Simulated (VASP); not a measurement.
TiSe:

```xyz
4
Lattice="4.1784 0.0000 0.0000 0.0000 4.1784 0.0000 0.0000 0.0000 5.9844" Properties=species:S:1:pos:R:3 pbc="T T T"
Ti    2.0892    2.0892    0.0000
Ti    0.0000    0.0000    0.0000
Se    2.0892    0.0000    1.4329
Se    0.0000    2.0892    4.5515
```

- Program: VASP 6.6.1
- Task: relaxation of cell and atoms
- Functional: r2SCAN
- Potentials or basis: VASP PAW PBE potentials, release 64 (Ti_sv, Se)
- Cutoff: 600 eV
- k mesh: 6 × 6 × 4
- Occupations: fermi-dirac, width 0.05 eV
- Spin: no spin polarisation

At the start: pressure -1.0 GPa; volume 26.12 Å³/atom.

Q: Where does the relaxation end?

A: Over 11 steps the energy falls by 3.1 meV/atom and the volume is 24.63 Å³/atom (-5.7 %); space group P4/nmm (No. 129, to 0.05 Å).

Step by step:
| step | energy change (eV) | largest force (eV/Å) | pressure (GPa) | volume (Å³) |
| --- | --- | --- | --- | --- |
| 1 | 0.0000 | 0.1050 | -0.97 | 104.48 |
| 2 | -0.0003 | 0.2180 | 0.89 | 102.11 |
| 3 | -0.0040 | 0.0575 | -0.04 | 103.27 |
| 4 | -0.0045 | 0.0560 | -0.05 | 103.10 |
| 5 | -0.0058 | 0.0516 | -0.04 | 102.61 |
| 6 | -0.0082 | 0.0434 | -0.02 | 101.63 |
| 7 | -0.0115 | 0.0303 | 0.05 | 99.67 |
| 8 | -0.0091 | 0.0047 | 0.39 | 95.74 |
| 9 | -0.0122 | 0.0348 | 0.21 | 98.42 |
| 10 | -0.0098 | 0.1316 | -0.78 | 99.02 |
| 11 | -0.0124 | 0.0014 | -0.01 | 98.53 |

Final structure:
```
CELL_PARAMETERS angstrom
4.16594 0.00000 0.00000
0.00000 4.16594 0.00000
0.00000 0.00000 5.67760
ATOMIC_POSITIONS crystal
Ti 0.50000 0.50000 0.00000
Ti 0.00000 0.00000 0.00000
Se 0.50000 0.00000 0.25093
Se 0.00000 0.50000 0.74907
```

Caveat: the PAW data sets were made with another functional, which shifts forces and pressure a little.
